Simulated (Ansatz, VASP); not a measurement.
Two plane-wave programs on BeS

The input INCAR:

```
SYSTEM = BeS
PREC = Accurate
ENCUT = 600
EDIFF = 1E-6
ISMEAR = 0
SIGMA = 0.1
LREAL = .False.
LASPH = .True.
NELM = 120
ALGO = Normal
ISIF = 2
LWAVE = .False.
LCHARG = .False.
GGA = PE
NBANDS = 11
GGA_COMPAT = .False.
```

Contents of KPOINTS:

```
regular mesh
0
Gamma
  6 6 6
  0 0 0
```

File POSCAR:

```
BeS
1.0
    0.0000000000      2.4249999500      2.4249999500
    2.4249999500      0.0000000000      2.4249999500
    2.4249999500      2.4249999500      0.0000000000
Be S
1 1
Direct
    0.0000000000      0.0000000000      0.0000000000
    0.7500000000      0.7500000000      0.7500000000
```

Input for Ansatz:

```yaml
crystal:
  lattice:
    - [0.0, 2.42499995, 2.42499995]
    - [2.42499995, 0.0, 2.42499995]
    - [2.42499995, 2.42499995, 0.0]
  atoms:
    - { symbol: Be, position: [0.0, 0.0, 0.0] }
    - { symbol: S, position: [0.75, 0.75, 0.75] }
basis:
  ecutwfc: 420
kpoints:
  mp_grid: { grid: [6, 6, 6] }
hamiltonian:
  xc: pbe
scf:
  occupations: { method: gaussian, width: 0.1 }
  lower_state_search: "off"
output:
  forces: true
  stress: true
  eigenvalues: true
```

Alike in both runs: task single point; functional PBE; k mesh 6 × 6 × 6; occupations gaussian, width 0.1 eV; no spin polarisation.

|  | VASP | Ansatz |
| --- | --- | --- |
| version | VASP 6.6.1 | Ansatz 0.2.0 |
| potentials or method | VASP PAW PBE potentials, release 64 (Be, S), cutoff 600 eV | scalar-relativistic, plane waves, PAW |
| valence electrons in the cell | 8 | 8 |

```tsv
	VASP	Ansatz	Ansatz less VASP
gap on the k mesh at the Fermi level (eV)	3.11	3.11	-0.001
least direct gap on the mesh (eV)	5.67	5.65	-0.018
pressure (GPa)	1.6	1.6	-0.04
```

The functional is the same, so the differences come from potentials, cutoffs and numerics.
